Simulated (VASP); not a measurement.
## Mn2RuN3: single point with PBE

Crystal: Mn2RuN3.

```xyz
6
Lattice="3.7644 0.0000 0.0000 -1.8822 3.2601 0.0000 0.0000 0.0000 7.0969" Properties=species:S:1:pos:R:3 pbc="T T T"
Mn    0.0000    2.1734    3.5485
Mn    0.0000    2.1734    0.0000
Ru    1.8822    1.0867    3.5485
N     0.0000    2.1734    1.8096
N     0.0000    2.1734    5.2874
N     1.8822    1.0867    0.0000
```

The cell was generated, and may not be a known phase.

| Quantity | Value |
| --- | --- |
| Program | VASP 6.6.1 |
| Task | single point |
| Functional | PBE |
| Potentials or basis | VASP PAW PBE potentials, release 64 (Mn_pv, Ru_pv, N) |
| Cutoff | 520 eV |
| k mesh | 6 × 6 × 4 |
| Occupations | gaussian, width 0.1 eV |
| Spin | collinear spin, ferrimagnetic start |
| Starting moments | [1.44, 1.44, 0.36, -0.44, -0.44, -0.44] μB |

```yaml
Pressure: -5.3 GPa
Largest_force: 0.845 eV/Å
Net_moment: 1.13 μB per cell
Site_moments: Mn +0.16, -0.02; Ru +0.80; N +0.06, -0.03 (each value once) μB
Valence_electrons_inside_the_program's_atomic_spheres: Mn 12.52, 11.69; Ru 12.67; N 3.60, 3.40 (each value once)
```

Forces on the atoms (eV/Å):
```
Mn   0.000  0.000  0.000
Mn   0.000  0.000  0.000
Ru   0.000  0.000  0.000
N    0.000  0.000 -0.845
N    0.000  0.000  0.845
N    0.000  0.000  0.000
```

Stress tensor (GPa, compression positive):
```
-6.01  0.00  0.00
 0.00 -6.01  0.00
 0.00  0.00 -4.01
```

Levels at points of the mesh, in eV from the Fermi level:
Spin up:
```
           k point  band 24  band 25  band 26  band 27  band 28  band 29  band 30  band 31  band 32  band 33
(0.00, 0.00, 0.00)    -1.34    -1.34    -0.71    -0.71    -0.60    -0.51    -0.15    -0.15     1.20     2.10
(0.50, 0.00, 0.00)    -1.63    -1.39    -0.66    -0.46    -0.26     0.39     0.46     0.60     1.36     1.83
(0.00, 0.00, 0.50)    -1.34    -1.34    -1.23    -0.68    -0.68     0.06     1.14     1.14     1.19     1.19
(0.50, 0.00, 0.50)    -0.83    -0.72    -0.53    -0.49    -0.20     0.43     0.49     0.64     0.94     1.42
```
Spin down:
```tsv
k point	band 24	band 25	band 26	band 27	band 28	band 29	band 30	band 31
(0.00, 0.00, 0.00)	-1.14	-1.14	-0.55	-0.52	-0.52	0.04	0.27	0.27
(0.50, 0.00, 0.00)	-1.55	-1.31	-0.41	-0.23	0.16	0.34	0.64	0.93
(0.00, 0.00, 0.50)	-1.14	-1.14	-1.09	-0.13	-0.13	0.52	1.20	1.20
(0.50, 0.00, 0.50)	-0.69	-0.44	-0.25	-0.13	0.06	0.38	0.63	0.80
```

Run time: 2.2 min on 1 thread of Intel(R) Xeon(R) 6975P-C (Granite Rapids) (shared host), peak memory 0.3 GiB.

Caveat: the cell stands under tension. With open d or f shells a metallic result of PBE can be an artefact of self-interaction; +U or a hybrid may open a gap.
